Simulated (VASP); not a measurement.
A run of VASP 6.6.1 is set up as follows.

File INCAR:

```
ALGO = Normal
EDIFF = 1E-6
ENCUT = 520
GGA = PS
ISIF = 2
ISMEAR = -1
LASPH = True
LCHARG = False
LREAL = False
LWAVE = False
NBANDS = 20
NELM = 80
PREC = Accurate
SIGMA = 0.1
```

Contents of KPOINTS:

```
k-points
0
Gamma
  16 16 10
```

File POSCAR:

```
Tl
1.0
    3.4063532373      0.0000000000      0.0000000000
   -1.7031766187      2.9499884378      0.0000000000
    0.0000000000      0.0000000000      5.4248432865
Tl
2
Direct
    0.3333333333      0.6666666667      0.2500000000
    0.6666666667      0.3333333333      0.7500000000
```

Potentials or basis: VASP PAW PBE potentials, release 64 (Tl_d).

Launch:

```console
$ cat potpaw_PBE.64/Tl_d/POTCAR > POTCAR
$ mpirun -np 1 vasp_std > vasp.out
```

What does it give for the band gap on the k mesh?

Zero (band 13 reaches 10.62 eV, above the bottom of band 14 at 4.44 eV).

Estimate the pressure.

1.9 GPa.

Caveat: the PAW data sets were made with another functional, which shifts forces and pressure a little; spin-orbit coupling is left out, which moves the levels of the heavy elements.
